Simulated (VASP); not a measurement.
# KBr (Pm-3m) in VASP: further runs

The runs below take KBr through single point, with PBEsol.

All numbers are computed with VASP 6.6.1; they aren't measurements. Logs are shortened: lines on timing, memory, paths and dates and some standing lists are left out, and cuts for length are marked.

## (1) The cell of the first run

The structure is cubic, space group Pm-3m (No. 221). The conventional cell has a = 4.043 Å, b = 4.043 Å, c = 4.043 Å, α = 90.00°, β = 90.00°, γ = 90.00°. Within 4.6 Å of K (site symmetry m-3m) lie 8 Br at 3.50 Å and 6 K at 4.04 Å. Br (site symmetry m-3m) has 8 K at 3.50 Å and 6 Br at 4.04 Å within 4.6 Å.

## (2) Single point, PBEsol

File INCAR:

```
SYSTEM = KBr
  PREC = Accurate
  ENCUT = 520
  EDIFF = 1E-7
  ISMEAR = 0
  SIGMA = 0.05
  LREAL = .FALSE.
  LASPH = .TRUE.
  NELM = 80
  ALGO = Normal
  ISIF = 2
  LWAVE = .FALSE.
  LCHARG = .FALSE.
  GGA = PS
  NBANDS = 15
```

File KPOINTS:

```
regular mesh
0
G
  6 6 6
  0 0 0
```

File POSCAR:

```
KBr
1.0
    4.0434990000      0.0000000000      0.0000000000
    0.0000000000      4.0434990000      0.0000000000
    0.0000000000      0.0000000000      4.0434990000
K Br
1 1
Direct
    0.0000000000      0.0000000000      0.0000000000
    0.5000000000      0.5000000000      0.5000000000
```

Potentials or basis: VASP PAW PBE potentials, release 64 (K_sv, Br).

The run is started by

```console
cat potpaw_PBE.64/K_sv/POTCAR potpaw_PBE.64/Br/POTCAR > POTCAR
mpirun -np 1 vasp_std > vasp.out
```

OUTCAR:

```text
SYSTEM = KBr
   PREC = Accurate
   ENCUT = 520
   EDIFF = 1E-7
   ISMEAR = 0
   LREAL = .FALSE.
   LASPH = .TRUE.
   NELM = 80
   ISIF = 2
   GGA = PS

 ion  position               nearest neighbor table
   1  0.000  0.000  0.000-
   2  0.500  0.500  0.500-

  LATTYP: Found a simple cubic cell.
 ALAT       =     4.0434990000

  Lattice vectors:

 A1 = (   4.0434990000,   0.0000000000,   0.0000000000)
 A2 = (   0.0000000000,   4.0434990000,   0.0000000000)
 A3 = (   0.0000000000,   0.0000000000,   4.0434990000)

Analysis of symmetry for initial positions (statically):
=====================================================================
 Subroutine PRICEL returns:
 Original cell was already a primitive cell.

 Routine SETGRP: Setting up the symmetry group for a
 simple cubic supercell.

 Subroutine GETGRP returns: Found 48 space group operations
 (whereof 48 operations were pure point group operations)
 out of a pool of 48 trial point group operations.

The static configuration has the point symmetry O_h .

Analysis of symmetry for dynamics (positions and initial velocities):
=====================================================================
 Subroutine PRICEL returns:
 Original cell was already a primitive cell.

 Routine SETGRP: Setting up the symmetry group for a
 simple cubic supercell.

 Subroutine GETGRP returns: Found 48 space group operations
 (whereof 48 operations were pure point group operations)
 out of a pool of 48 trial point group operations.

The dynamic configuration has the point symmetry O_h .

 Subroutine INISYM returns: Found 48 space group operations
 (whereof 48 operations are pure point group operations),
 and found     1 'primitive' translations

----------------------------------------------------------------------------------------

                                     Primitive cell

  volume of cell :      66.1107

  direct lattice vectors                    reciprocal lattice vectors
     4.043499000  0.000000000  0.000000000     0.247310559  0.000000000  0.000000000
     0.000000000  4.043499000  0.000000000     0.000000000  0.247310559  0.000000000
     0.000000000  0.000000000  4.043499000     0.000000000  0.000000000  0.247310559

  length of vectors
     4.043499000  4.043499000  4.043499000     0.247310559  0.247310559  0.247310559

  position of ions in fractional coordinates (direct lattice)
     0.000000000  0.000000000  0.000000000
     0.500000000  0.500000000  0.500000000
[... 80 lines left out ...]
   POTIM  = 0.5000    time-step for ionic-motion
   TEBEG  =    0.0;   TEEND  =   0.0 temperature during run
   PSTRESS=    0.0 pullay stress
   NELECT =      16.0000    total number of electrons
   NUPDOWN=      -1.0000    fix difference up-down
   EMIN   =  10.00;   EMAX   =-10.00  energy-range for DOS
   EFERMI =   0.00;   METHOD = LEGACY
   ISMEAR =     0;   SIGMA  =   0.05  broadening in eV -4-tet -1-fermi 0-gaus
   EFERMI_NEDOS =   21; number of points for ismear=-14 and -15
   IALGO  =     38    algorithm
   IMIX   =      4    mixing-type and parameters
     AMIX     =   0.40;   BMIX     =  1.00
     AMIX_MAG =   1.60;   BMIX_MAG =  1.00
  volume/ion in A,a.u.               =      33.06       223.07
  Fermi-wavevector in a.u.,A,eV,Ry     =   1.020213  1.927923 14.161412  1.040834
  Thomas-Fermi vector in A             =   2.153770
   LORBIT       =      0    0 simple, 1 ext, 2 COOP (PROOUT), +10 PAW based schemes
   GGA     = PS    functional components
   LHFCALC =     F    Hartree Fock is set to
   AEXX    =    0.0000 exact exchange contribution
   IVDW    =     0    specifies the selected vdW correction
   LEPSILON=     F    determine dielectric tensor
   LRPA    =     F    only Hartree local field effects (RPA)
 non-spin polarized calculation
 Gauss-broadening in eV      SIGMA  =   0.05
  energy-cutoff  :      520.00
  volume of cell :       66.11
 maximum number of plane-waves:      1800
   NGX = 15   NGY = 15   NGZ = 15

 number of electron      15.9999999 magnetization

 Free energy of the ion-electron system (eV)
  ---------------------------------------------------
  ext. energy  EPLUGINS =         0.00000000
  ---------------------------------------------------
  free energy    TOTEN  =        -6.34369663 eV

  energy without entropy =       -6.34369663  energy(sigma->0) =       -6.34369663

 E-fermi :  -0.5610     XC(G=0):  -8.0039

 val. band max:       -0.8535395603   @ k =   0.5000   0.5000   0.0000
 cond. band min:       2.8520747312   @ k =   0.0000   0.0000   0.0000
 fundamental gap:      3.7056142915
 Fermi energy:        -0.5610059284

 k-point     1 :       0.0000    0.0000    0.0000
  band No.  band energies     occupation
      1     -29.3353      2.00000
      2     -13.6492      2.00000
      3     -12.8231      2.00000
      4     -12.8231      2.00000
      5     -12.8231      2.00000
      6      -1.1187      2.00000
      7      -1.1187      2.00000
      8      -1.1187      2.00000
      9       2.8521      0.00000
     10       4.8960      0.00000
     11       4.8960      0.00000
     12       8.8028      0.00000
     13       8.8028      0.00000
     14       8.8028      0.00000
[... 329 lines left out ...]
      2     -13.2801      2.00000
      3     -12.9353      2.00000
      4     -12.9353      2.00000
      5     -12.9353      2.00000
      6      -2.2966      2.00000
      7      -2.2966      2.00000
      8      -2.2966      2.00000
      9       6.4148      0.00000
     10       6.4148      0.00000
     11       6.4148      0.00000
     12       8.4980      0.00000
     13       8.4980      0.00000
     14       8.4980      0.00000
     15      10.3365      0.00000

------------------------ aborting loop because EDIFF is reached ----------------------------------------

  FORCE on cell =-STRESS in cart. coord.  units (eV):
  Direction    XX          YY          ZZ          XY          YZ          ZX
  --------------------------------------------------------------------------------------
  -------------------------------------------------------------------------------------
  Total       -0.4999703     -0.4999703     -0.4999703     -0.0000000     -0.0000000      0.0000000
  in kB      -12.1166562    -12.1166562    -12.1166562     -0.0000000     -0.0000000      0.0000000
  external PRESSURE =     -12.1166562 kB  Pullay stress =       0.0000000 kB

 VOLUME and BASIS-vectors are now :
 -----------------------------------------------------------------------------
  energy-cutoff  :      520.00
  volume of cell :       66.11
      direct lattice vectors                 reciprocal lattice vectors
     4.043499000  0.000000000  0.000000000     0.247310559  0.000000000  0.000000000
     0.000000000  4.043499000  0.000000000     0.000000000  0.247310559  0.000000000
     0.000000000  0.000000000  4.043499000     0.000000000  0.000000000  0.247310559

 POSITION                                       TOTAL-FORCE (eV/Angst)
 -----------------------------------------------------------------------------------
      0.00000      0.00000      0.00000         0.000000      0.000000      0.000000
      2.02175      2.02175      2.02175         0.000000      0.000000      0.000000
 -----------------------------------------------------------------------------------
    total drift:                                0.000000      0.000000     -0.000000

  FREE ENERGIE OF THE ION-ELECTRON SYSTEM (eV)
  ---------------------------------------------------
  free  energy   TOTEN  =        -6.3436966280 eV

  energy  without entropy=       -6.3436966280  energy(sigma->0) =       -6.34369663
```

stdout:

```text
POSCAR found type information on POSCAR K Br
 POSCAR found :  2 types and       2 ions
 scaLAPACK will be used
 -----------------------------------------------------------------------------
|                                                                             |
|                                                                             |
|     You enforced a specific xc type in the INCAR file but a different       |
|     I HOPE YOU KNOW WHAT YOU ARE DOING!                                     |
|                                                                             |
 -----------------------------------------------------------------------------

 LDA part: xc-table for (Slater+PW92), standard interpolation
 POSCAR, INCAR and KPOINTS ok, starting setup
 FFT: planning ... GRIDC
 FFT: planning ... GRID_SOFT
 FFT: planning ... GRID
 WAVECAR not read
 entering main loop
```

It took 18 s on 1 thread of Intel Xeon Platinum 8375C at 2.90GHz (Ice Lake), shared host; peak memory 0.17 GiB.

Results:

```yaml
Free_energy: -6.3437 eV
Pressure: -1.2 GPa
Band_gap_on_the_k_mesh: 3.71 eV (least direct gap 3.97 eV)
```

Caveat: the PAW data sets were made with another functional, which shifts forces and pressure a little.

## (3) Single point, PBEsol

File INCAR:

```
PREC     = Accurate       # precision mode
ENCUT    = 520            # plane-wave cutoff, eV
EDIFF    = 1E-6           # SCF threshold, eV
ISMEAR   = 0              # smearing method
SIGMA    = 0.05           # smearing width, eV
LREAL    = False          # projectors in reciprocal space
LASPH    = True           # aspherical terms in the spheres
NELM     = 60             # most SCF steps
ALGO     = Normal         # electronic algorithm
ISIF     = 2              # what is computed and relaxed
LWAVE    = False          # write WAVECAR
LCHARG   = False          # write CHGCAR
GGA      = PS             # functional
NBANDS   = 15             # bands
```

File KPOINTS:

```
regular mesh
0
Gamma
  6 6 6
```

POSCAR is that of step 2.

Potentials or basis: VASP PAW PBE potentials, release 64 (K_sv, Br).

The run is started by

```console
cat potpaw_PBE.64/K_sv/POTCAR potpaw_PBE.64/Br/POTCAR > POTCAR
mpirun -np 1 vasp_std > vasp.out
```

OUTCAR:

```text
PREC = Accurate
   ENCUT = 520
   EDIFF = 1E-6
   ISMEAR = 0
   LREAL = False
   LASPH = True
   NELM = 60
   ISIF = 2
   GGA = PS

 ion  position               nearest neighbor table
   1  0.000  0.000  0.000-
   2  0.500  0.500  0.500-

  LATTYP: Found a simple cubic cell.
 ALAT       =     4.0434990000

  Lattice vectors:

 A1 = (   4.0434990000,   0.0000000000,   0.0000000000)
 A2 = (   0.0000000000,   4.0434990000,   0.0000000000)
[... 536 lines left out ...]
     15      10.3371      0.00000

------------------------ aborting loop because EDIFF is reached ----------------------------------------

  FORCE on cell =-STRESS in cart. coord.  units (eV):
  Direction    XX          YY          ZZ          XY          YZ          ZX
  --------------------------------------------------------------------------------------
  -------------------------------------------------------------------------------------
  Total       -0.5123792     -0.5123792     -0.5123792      0.0000000     -0.0000000      0.0000000
  in kB      -12.4173820    -12.4173820    -12.4173820      0.0000000     -0.0000000      0.0000000
  external PRESSURE =     -12.4173820 kB  Pullay stress =       0.0000000 kB

 VOLUME and BASIS-vectors are now :
 -----------------------------------------------------------------------------
  energy-cutoff  :      520.00
  volume of cell :       66.11
      direct lattice vectors                 reciprocal lattice vectors
     4.043499000  0.000000000  0.000000000     0.247310559  0.000000000  0.000000000
     0.000000000  4.043499000  0.000000000     0.000000000  0.247310559  0.000000000
     0.000000000  0.000000000  4.043499000     0.000000000  0.000000000  0.247310559

 POSITION                                       TOTAL-FORCE (eV/Angst)
 -----------------------------------------------------------------------------------
      0.00000      0.00000      0.00000         0.000000      0.000000      0.000000
      2.02175      2.02175      2.02175         0.000000      0.000000      0.000000
 -----------------------------------------------------------------------------------
    total drift:                                0.000000      0.000000     -0.000000

  FREE ENERGIE OF THE ION-ELECTRON SYSTEM (eV)
  ---------------------------------------------------
  free  energy   TOTEN  =        -6.3436961867 eV

  energy  without entropy=       -6.3436961867  energy(sigma->0) =       -6.34369619
```

OSZICAR:

```text
N       E                     dE             d eps       ncg     rms          rms(c)
DAV:   1     0.983713861248E+02    0.98371E+02   -0.69190E+03   600   0.940E+02
DAV:   2    -0.509101219735E+00   -0.98880E+02   -0.91735E+02   769   0.230E+02
DAV:   3    -0.633170523811E+01   -0.58226E+01   -0.57808E+01   831   0.496E+01
DAV:   4    -0.653578870959E+01   -0.20408E+00   -0.20406E+00   837   0.851E+00
DAV:   5    -0.653754708732E+01   -0.17584E-02   -0.17583E-02   880   0.888E-01    0.254E+00
DAV:   6    -0.637085676895E+01    0.16669E+00   -0.13964E-01   726   0.225E+00    0.193E+00
DAV:   7    -0.634172127724E+01    0.29135E-01   -0.76387E-02   754   0.178E+00    0.974E-01
DAV:   8    -0.634341312920E+01   -0.16919E-02   -0.12041E-02   835   0.785E-01    0.113E-01
DAV:   9    -0.634357285402E+01   -0.15972E-03   -0.39888E-04   817   0.154E-01    0.798E-02
DAV:  10    -0.634369681455E+01   -0.12396E-03   -0.15808E-04   636   0.925E-02    0.152E-02
DAV:  11    -0.634369618666E+01    0.62789E-06   -0.88841E-06   838   0.194E-02
   1 F= -.63436962E+01 E0= -.63436962E+01  d E =-.500258E-18
```

stdout:

```text
POSCAR found type information on POSCAR K Br
 POSCAR found :  2 types and       2 ions
 scaLAPACK will be used
 -----------------------------------------------------------------------------
|                                                                             |
|                                                                             |
|     You enforced a specific xc type in the INCAR file but a different       |
|     I HOPE YOU KNOW WHAT YOU ARE DOING!                                     |
|                                                                             |
 -----------------------------------------------------------------------------

 LDA part: xc-table for (Slater+PW92), standard interpolation
 POSCAR, INCAR and KPOINTS ok, starting setup
 FFT: planning ... GRIDC
 FFT: planning ... GRID_SOFT
 FFT: planning ... GRID
 WAVECAR not read
 entering main loop
```

It took 14 s on 1 thread of Intel Xeon Platinum 8375C at 2.90GHz (Ice Lake), shared host; peak memory 0.17 GiB.

Results:

```
Free energy            : -6.3437 eV
Pressure               : -1.2 GPa
Band gap on the k mesh : 3.70 eV (least direct gap 3.97 eV)
```

Levels at points of the mesh, in eV from the valence-band top:
```tsv
k point	band 4	band 5	band 6	band 7	band 8	band 9	band 10	band 11	band 12	band 13
(0.00, 0.00, 0.00)	-11.97	-11.97	-0.27	-0.27	-0.27	3.70	5.75	5.75	9.66	9.66
(0.50, 0.00, 0.00)	-11.95	-11.80	-1.98	-0.24	-0.24	6.32	7.10	7.56	8.78	9.64
(0.50, 0.50, 0.00)	-12.11	-11.93	-1.41	-1.41	0.00	5.11	6.39	8.00	8.00	10.12
(0.50, 0.50, 0.50)	-12.08	-12.08	-1.44	-1.44	-1.44	7.27	7.27	7.27	9.35	9.35
```

Caveat: the PAW data sets were made with another functional, which shifts forces and pressure a little. A k mesh can miss the band edges.
